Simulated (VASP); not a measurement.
# AlCu (P4mm) in VASP: a series of runs, part 2 of 2

VASP 6.6.1.

**3. Single point, r2SCAN**

Contents of POSCAR:

```
AlCu
1.0
    2.9975090000      0.0000000000      0.0000000000
    0.0000000000      2.9975090000      0.0000000000
    0.0000000000      0.0000000000      2.9975090000
Al Cu
1 1
Direct
    0.0000000000      0.0000000000      0.0000000000
    0.4749792244      0.5000000000      0.5000000000
```

Contents of INCAR.step1:

```
SYSTEM = AlCu
  PREC = Accurate
  ENCUT = 520
  ISMEAR = 0
  SIGMA = 0.15
  LREAL = .False.
  LASPH = .True.
  NELM = 80
  NBANDS = 14
  GGA = PE
  ALGO = Normal
  EDIFF = 1E-4
  LWAVE = .True.
  LCHARG = .False.
```

Contents of INCAR.step2:

```
SYSTEM = AlCu
  PREC = Accurate
  ENCUT = 520
  EDIFF = 1E-6
  ISMEAR = 0
  SIGMA = 0.15
  LREAL = .False.
  LASPH = .True.
  NELM = 80
  ALGO = Normal
  ISIF = 2
  LWAVE = .False.
  LCHARG = .True.
  METAGGA = R2SCAN
  LMIXTAU = .True.
  LELF = .True.
  LVHAR = .True.
  NBANDS = 14
  ISTART = 1
```

Contents of KPOINTS:

```
regular mesh
0
Gamma
  16 16 16
  0 0 0
```

Potentials or basis: VASP PAW PBE potentials, release 64 (Al, Cu).

On the command line:

```sh
> cat potpaw_PBE.64/Al/POTCAR potpaw_PBE.64/Cu/POTCAR > POTCAR
> cp INCAR.step1 INCAR
> mpirun -np 1 vasp_std > vasp.out
> cp INCAR.step2 INCAR
> mpirun -np 1 vasp_std > vasp.out
```

OUTCAR:

```text
SYSTEM = AlCu
   PREC = Accurate
   ENCUT = 520
   EDIFF = 1E-6
   ISMEAR = 0
   LREAL = .False.
   LASPH = .True.
   NELM = 80
   ISIF = 2
   METAGGA = R2SCAN
   ISTART = 1

 ion  position               nearest neighbor table
   1  0.000  0.000  0.000-   2 2.55   2 2.55   2 2.55   2 2.55   2 2.64   2 2.64   2 2.64   2 2.64

   2  0.475  0.500  0.500-   1 2.55   1 2.55   1 2.55   1 2.55   1 2.64   1 2.64   1 2.64   1 2.64

  LATTYP: Found a simple cubic cell.
 ALAT       =     2.9975090000

  Lattice vectors:

 A1 = (   2.9975090000,   0.0000000000,   0.0000000000)
 A2 = (   0.0000000000,   2.9975090000,   0.0000000000)
 A3 = (   0.0000000000,   0.0000000000,   2.9975090000)

Analysis of symmetry for initial positions (statically):
=====================================================================
 Subroutine PRICEL returns:
 Original cell was already a primitive cell.

 Routine SETGRP: Setting up the symmetry group for a
 simple cubic supercell.

 Subroutine GETGRP returns: Found  8 space group operations
 (whereof  8 operations were pure point group operations)
 out of a pool of 48 trial point group operations.

The static configuration has the point symmetry C_4v.

Analysis of symmetry for dynamics (positions and initial velocities):
=====================================================================
 Subroutine PRICEL returns:
 Original cell was already a primitive cell.

 Routine SETGRP: Setting up the symmetry group for a
 simple cubic supercell.

 Subroutine GETGRP returns: Found  8 space group operations
 (whereof  8 operations were pure point group operations)
 out of a pool of 48 trial point group operations.

The dynamic configuration has the point symmetry C_4v.

 Subroutine INISYM returns: Found  8 space group operations
 (whereof  8 operations are pure point group operations),
 and found     1 'primitive' translations

----------------------------------------------------------------------------------------

                                     Primitive cell

  volume of cell :      26.9328

[... 119 lines left out ...]
 non-spin polarized calculation
 Gauss-broadening in eV      SIGMA  =   0.15
  energy-cutoff  :      520.00
  volume of cell :       26.93
 maximum number of plane-waves:       743
 NGX is ok and might be reduce to    24
   NGX = 11   NGY = 11   NGZ = 11

 number of electron      14.0000014 magnetization

 Free energy of the ion-electron system (eV)
  ---------------------------------------------------
  ext. energy  EPLUGINS =         0.00000000
  ---------------------------------------------------
  free energy    TOTEN  =       -17.87770963 eV

  energy without entropy =      -17.87139084  energy(sigma->0) =      -17.87455024

 E-fermi :   9.0630     XC(G=0): -12.4245

 val. band max:        9.0461262932   @ k =   0.2500   0.4375   0.4375
 cond. band min:       9.0740690605   @ k =   0.1875   0.3750   0.3750
 fundamental gap:      0.0279427673
 Fermi energy:         9.0630118198

 k-point     1 :       0.0000    0.0000    0.0000
  band No.  band energies     occupation
      1      -3.1000      2.00000
      2       3.8949      2.00000
      3       3.8991      2.00000
      4       4.9858      2.00000
      5       4.9893      2.00000
      6       4.9893      2.00000
      7      13.1211      0.00000
      8      13.1211      0.00000
      9      13.1298      0.00000
     10      15.4850      0.00000
     11      15.4851      0.00000
     12      20.0879      0.00000
     13      28.3480      0.00000
     14      28.3766      0.00000
[... 377 lines left out ...]
      1      -2.4073      2.00000
      2       3.8854      2.00000
      3       3.9887      2.00000
      4       4.8112      2.00000
      5       4.8425      2.00000
      6       4.9886      2.00000
      7       9.2517      0.07527
      8      12.9241      0.00000
      9      13.9578      0.00000
     10      16.3011      0.00000
     11      18.6470      0.00000
     12      22.9031      0.00000
     13      23.4439      0.00000
     14      24.4612      0.00000

 [... further k-points ...]

------------------------ aborting loop because EDIFF is reached ----------------------------------------

  FORCE on cell =-STRESS in cart. coord.  units (eV):
  Direction    XX          YY          ZZ          XY          YZ          ZX
  --------------------------------------------------------------------------------------
  -------------------------------------------------------------------------------------
  Total       -0.7930015     -0.7646501     -0.7646501      0.0000000      0.0000000      0.0000000
  in kB      -47.1740446    -45.4874749    -45.4874749      0.0000000      0.0000000      0.0000000
  external PRESSURE =     -46.0496648 kB  Pullay stress =       0.0000000 kB

 VOLUME and BASIS-vectors are now :
 -----------------------------------------------------------------------------
  energy-cutoff  :      520.00
  volume of cell :       26.93
      direct lattice vectors                 reciprocal lattice vectors
     2.997509000  0.000000000  0.000000000     0.333610341  0.000000000  0.000000000
     0.000000000  2.997509000  0.000000000     0.000000000  0.333610341  0.000000000
     0.000000000  0.000000000  2.997509000     0.000000000  0.000000000  0.333610341

 POSITION                                       TOTAL-FORCE (eV/Angst)
 -----------------------------------------------------------------------------------
      0.00000      0.00000      0.00000        -0.304632      0.000000     -0.000000
      1.42375      1.49875      1.49875         0.304632     -0.000000      0.000000
 -----------------------------------------------------------------------------------
    total drift:                                0.010477      0.000000     -0.000014

  FREE ENERGIE OF THE ION-ELECTRON SYSTEM (eV)
  ---------------------------------------------------
  free  energy   TOTEN  =       -17.8777096316 eV

  energy  without entropy=      -17.8713908418  energy(sigma->0) =      -17.87455024
```

OUTCAR.step1:

```text
SYSTEM = AlCu
   PREC = Accurate
   ENCUT = 520
   ISMEAR = 0
   LREAL = .False.
   LASPH = .True.
[... 631 lines left out ...]
      0.00000      0.00000      0.00000        -0.292189      0.000000     -0.000000
      1.42375      1.49875      1.49875         0.292189     -0.000000      0.000000
 -----------------------------------------------------------------------------------
    total drift:                                0.000821      0.000000     -0.000014

  FREE ENERGIE OF THE ION-ELECTRON SYSTEM (eV)
  ---------------------------------------------------
  free  energy   TOTEN  =        -7.7527065900 eV

  energy  without entropy=       -7.7458385557  energy(sigma->0) =       -7.74927257
```

Wall time 8.4 min (1 thread of Intel Xeon 8259CL, shared host); peak memory 0.24 GiB.

Results:

```yaml
Free_energy: -17.8777 eV
Pressure: -4.6 GPa
Largest_force: 0.305 eV/Å
Band_gap_on_the_k_mesh: zero (bands 7 and 8 overlap by 4.95 eV)
```

Forces on the atoms (eV/Å):
```
Al  -0.305  0.000  0.000
Cu   0.305  0.000  0.000
```

Levels at points of the mesh, in eV from the Fermi level:
```tsv
k point	band 5	band 6	band 7	band 8	band 9	band 10
(0.00, 0.00, 0.00)	-4.07	-4.07	4.06	4.06	4.07	6.42
(0.50, 0.00, 0.00)	-4.52	-4.02	-3.35	7.45	8.40	8.40
(0.00, 0.50, 0.00)	-4.52	-4.02	-3.36	7.44	8.45	8.48
(0.50, 0.50, 0.00)	-4.05	-4.04	-3.73	-0.88	-0.09	10.91
(0.00, 0.50, 0.50)	-4.02	-4.02	-3.73	-0.89	-0.09	10.92
(0.50, 0.50, 0.50)	-3.71	0.65	0.65	0.69	2.10	2.21
```

Caveat: the cell differs from its parent crystal (all Cu atoms moved +0.075 Å, as atom 2 towards its neighbour atom 2 (Cu) at 2.998 Å); the cell stands under tension; the PAW data sets were made with another functional, which shifts forces and pressure a little.

**4. Single point, r2SCAN**

Edit POSCAR of step 3 so:

```diff
@@ -9,2 +9,2 @@
     0.0000000000      0.0000000000      0.0000000000
-    0.4749792244      0.5000000000      0.5000000000
+    0.4916597415      0.5000000000      0.5000000000
```

Contents of INCAR.step1:

```
SYSTEM = AlCu
PREC = Accurate
ENCUT = 520
ISMEAR = 0
SIGMA = 0.15
LREAL = .FALSE.
LASPH = .TRUE.
NELM = 100
NBANDS = 14
GGA = PE
ALGO = Normal
EDIFF = 1E-4
LWAVE = .TRUE.
LCHARG = .FALSE.
```

Contents of INCAR.step2:

```
SYSTEM = AlCu
PREC = Accurate
ENCUT = 520
EDIFF = 1E-6
ISMEAR = 0
SIGMA = 0.15
LREAL = .FALSE.
LASPH = .TRUE.
NELM = 100
ALGO = Normal
ISIF = 2
LWAVE = .FALSE.
LCHARG = .FALSE.
METAGGA = R2SCAN
LMIXTAU = .TRUE.
NBANDS = 14
ISTART = 1
```

Contents of KPOINTS:

```
regular mesh
0
G
  16 16 16
  0 0 0
```

Potentials or basis: VASP PAW PBE potentials, release 64 (Al, Cu).

On the command line:

```sh
> cat potpaw_PBE.64/Al/POTCAR potpaw_PBE.64/Cu/POTCAR > POTCAR
> cp INCAR.step1 INCAR
> mpirun -np 1 vasp_std > vasp.out
> cp INCAR.step2 INCAR
> mpirun -np 1 vasp_std > vasp.out
```

OUTCAR:

```text
SYSTEM = AlCu
   PREC = Accurate
   ENCUT = 520
   EDIFF = 1E-6
   ISMEAR = 0
   LREAL = .FALSE.
   LASPH = .TRUE.
   NELM = 100
   ISIF = 2
   METAGGA = R2SCAN
   ISTART = 1

 ion  position               nearest neighbor table
   1  0.000  0.000  0.000-   2 2.58   2 2.58   2 2.58   2 2.58   2 2.61   2 2.61   2 2.61   2 2.61

   2  0.492  0.500  0.500-   1 2.58   1 2.58   1 2.58   1 2.58   1 2.61   1 2.61   1 2.61   1 2.61

  LATTYP: Found a simple cubic cell.
 ALAT       =     2.9975090000

  Lattice vectors:
[... 598 lines left out ...]

  FORCE on cell =-STRESS in cart. coord.  units (eV):
  Direction    XX          YY          ZZ          XY          YZ          ZX
  --------------------------------------------------------------------------------------
  -------------------------------------------------------------------------------------
  Total       -0.8073808     -0.8127775     -0.8127775     -0.0000000      0.0000000      0.0000000
  in kB      -48.0294406    -48.3504759    -48.3504759     -0.0000000      0.0000000      0.0000000
  external PRESSURE =     -48.2434641 kB  Pullay stress =       0.0000000 kB

 VOLUME and BASIS-vectors are now :
 -----------------------------------------------------------------------------
  energy-cutoff  :      520.00
  volume of cell :       26.93
      direct lattice vectors                 reciprocal lattice vectors
     2.997509000  0.000000000  0.000000000     0.333610341  0.000000000  0.000000000
     0.000000000  2.997509000  0.000000000     0.000000000  0.333610341  0.000000000
     0.000000000  0.000000000  2.997509000     0.000000000  0.000000000  0.333610341

 POSITION                                       TOTAL-FORCE (eV/Angst)
 -----------------------------------------------------------------------------------
      0.00000      0.00000      0.00000        -0.103190      0.000000      0.000000
      1.47375      1.49875      1.49875         0.103190      0.000000     -0.000000
 -----------------------------------------------------------------------------------
    total drift:                                0.006914      0.000000     -0.000009

  FREE ENERGIE OF THE ION-ELECTRON SYSTEM (eV)
  ---------------------------------------------------
  free  energy   TOTEN  =       -17.8875625421 eV

  energy  without entropy=      -17.8812500781  energy(sigma->0) =      -17.88440631
```

Run time: 7.6 min. Hardware: 1 thread of Intel Xeon 8259CL, shared host; peak memory 0.24 GiB.

Results:

| Quantity | Value |
| --- | --- |
| Free energy | -17.8876 eV |
| Pressure | -4.8 GPa |
| Largest force | 0.103 eV/Å |
| Band gap on the k mesh | zero (bands 7 and 8 overlap by 4.94 eV) |

Forces on the atoms (eV/Å):
```
Al  -0.103  0.000  0.000
Cu   0.103  0.000  0.000
```

Levels at points of the mesh, in eV from the Fermi level:
```
           k point  band 4  band 5  band 6  band 7  band 8  band 9  band 10  band 11
(0.00, 0.00, 0.00)   -4.07   -4.07   -4.07    4.06    4.06    4.06     6.42     6.42
(0.50, 0.00, 0.00)   -4.52   -4.52   -4.02   -3.35    7.44    8.45     8.45     9.04
(0.00, 0.50, 0.00)   -4.52   -4.52   -4.02   -3.35    7.44    8.45     8.45     9.03
(0.50, 0.50, 0.00)   -4.41   -4.05   -4.05   -3.73   -0.89   -0.09    10.90    13.37
(0.00, 0.50, 0.50)   -4.41   -4.05   -4.05   -3.73   -0.89   -0.09    10.90    13.36
(0.50, 0.50, 0.50)   -3.71   -3.71    0.68    0.68    0.68    2.17     2.19     2.19
```

Caveat: the cell differs from its parent crystal (all Cu atoms moved +0.025 Å, as atom 2 towards its neighbour atom 2 (Cu) at 2.998 Å); the cell stands under tension; the PAW data sets were made with another functional, which shifts forces and pressure a little.

**5. The runs side by side**

```tsv
cell	gap on the mesh (eV)	pressure (GPa)	largest force (eV/Å)
as given, atomic positions A	none	-4.2	0.50
as given, atomic positions B	none	-4.6	0.30
as given, atomic positions C	none	-4.8	0.10
```

Alike in all rows: task single point; level r2SCAN; potentials or basis VASP PAW PBE potentials, release 64 (Al, Cu); no spin polarisation; k mesh 16 × 16 × 16; cutoff (eV) 520; smearing gaussian 0.15 eV.

Caveats: the cell stands under tension; the PAW data sets were made with another functional, which shifts forces and pressure a little.

Absolute energies hang on the potentials; compare differences alone.

The gap in the log of VASP goes by the Fermi energy; the results here count the filled bands.